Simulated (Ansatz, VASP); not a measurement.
## One calculation of GaBi2Sb3S, two programs

```xyz
7
Lattice="5.7977 0.0000 0.0000 -2.8988 5.0209 0.0000 0.0000 0.0000 6.7003" Properties=species:S:1:pos:R:3 pbc="T T T"
Ga    0.0000    0.0000    4.9544
Sb    2.1751    0.0000    2.4195
Sb   -1.0875    1.8837    2.4195
Sb    1.8113    3.1373    2.4195
Bi    0.0000    3.3473    5.4114
Bi    2.8988    1.6736    5.4114
S     0.0000    0.0000    0.7762
```

Alike in both runs: functional PBE; k mesh 3 × 3 × 2; occupations gaussian, width 0.15 eV; no spin polarisation.

Ansatz relaxed the structure, and its values are those at the end. VASP's run is a single point on that final structure, the one shown.

|  | VASP | Ansatz |
| --- | --- | --- |
| version | VASP 6.6.1 | Ansatz 0.2.0 |
| potentials or method | VASP PAW PBE potentials, release 64 (Ga_d, Sb, Bi_d, S), cutoff 500 eV | scalar-relativistic, plane waves, PAW |
| valence electrons in the cell | 64 | 94 |

Ansatz gave:

| Item | Value |
| --- | --- |
| gap on the k mesh at the Fermi level (eV) | none |
| pressure (GPa) | 0.1 |
| rms of the force components (eV/Å) | 0.026 |

Q: Which values does VASP return?

A: gap on the k mesh at the Fermi level (eV): none; pressure (GPa): 0.0; rms of the force components (eV/Å): 0.030.

A gap of «none» marks a metal or a gap that the smearing closes. VASP's potentials hold 64 valence electrons a cell and Ansatz's 94, so a difference there can come from the potentials and not from the codes.

The k mesh is coarse, so the values compare programs but aren't converged. Neither program's run includes spin-orbit coupling.
